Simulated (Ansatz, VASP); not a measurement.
**Ti2O in VASP and in Ansatz**

```
Ti O
1.0
     2.86289    0.00000    0.00000
    -1.43145    2.47934    0.00000
     0.00000    0.00000    4.66958
Ti O
2 1
Cartesian
  1.4314 0.8264 1.2644
  0.0000 1.6529 3.4052
  0.0000 0.0000 0.0000
```

Change from the starting cell: equal strain along all axes, cell held, atoms relaxed: -3.0 %.

Alike in both runs: functional r2SCAN; k mesh 24 × 24 × 12; occupations gaussian, width 0.1 eV; no spin polarisation.

Ansatz relaxed the structure, and its values are those at the end. VASP's run is a single point on that final structure, the one shown.

```csv
,VASP,Ansatz
version,VASP 6.6.1,Ansatz 0.2.0
potentials or method,"VASP PAW PBE potentials, release 64 (Ti_sv, O), cutoff 520 eV","scalar-relativistic, plane waves, PAW"
valence electrons in the cell,30,30
```

```tsv
	VASP	Ansatz	Ansatz less VASP
gap on the k mesh at the Fermi level (eV)	none	none	-
pressure (GPa)	23.2	21.9	-1.39
rms of the force components (eV/Å)	0.037	0.000	-0.0373
```

VASP's potentials were made for PBE, not for r2SCAN. A gap of «none» marks a metal or a gap that the smearing closes. Ansatz's warnings: stress scf threshold loose.
